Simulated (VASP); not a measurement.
Runs of VASP 6.6.1 on BaF2. The structure is that of space group Fm-3m (No. 225), or close to it. The cells are those of the table. 

```tsv
level	cell	smearing	gap on the mesh (eV)	pressure (GPa)
PBEsol+D4	a = 4.326 Å, angles 60.0°, 3 atoms	fermi-dirac 0.05 eV	(a)	1.3
PBE	a = 4.384 Å, angles 60.0°, 3 atoms	gaussian 0.024 eV	6.76	2.3
PBE	a = 4.384 Å, angles 60.0°, 3 atoms	gaussian 0.021 eV	6.76	2.3
PBE	a = 4.384 Å, angles 60.0°, 3 atoms	gaussian 0.017 eV	6.76	2.3
PBE	a = 4.384 Å, angles 60.0°, 3 atoms	gaussian 0.019 eV	6.76	2.3
PBE	a = 4.384 Å, angles 60.0°, 3 atoms	gaussian 0.023 eV	6.76	2.3
PBE	a = 4.384 Å, angles 60.0°, 3 atoms	gaussian 0.018 eV	6.76	2.3
PBE	a = 4.384 Å, angles 60.0°, 3 atoms	gaussian 0.02 eV	6.76	2.3
PBEsol+D3(BJ)	a = 4.310 Å, angles 60.0°, 3 atoms	fermi-dirac 0.05 eV	6.83	1.3
PBE	a = 4.384 Å, angles 60.0°, 3 atoms	gaussian 0.025 eV	6.76	2.3
PBE	a = 4.384 Å, angles 60.0°, 3 atoms	gaussian 0.016 eV	6.76	2.3
PBE	a = 4.384 Å, angles 60.0°, 3 atoms	gaussian 0.022 eV	6.76	2.3
```

Alike in all rows: task single point; potentials or basis VASP PAW PBE potentials, release 64 (Ba_sv, F); no spin polarisation; k mesh 8 × 8 × 8; cutoff (eV) 600.

Q: Fill in the values left out.

A: (a) 6.79.

Caveats: spin-orbit coupling is left out, which moves the levels of the heavy elements; the PAW data sets were made with another functional, which shifts forces and pressure a little (at least some runs).

A k mesh can miss the band edges, and the runs leave out spin-orbit coupling on Ba.
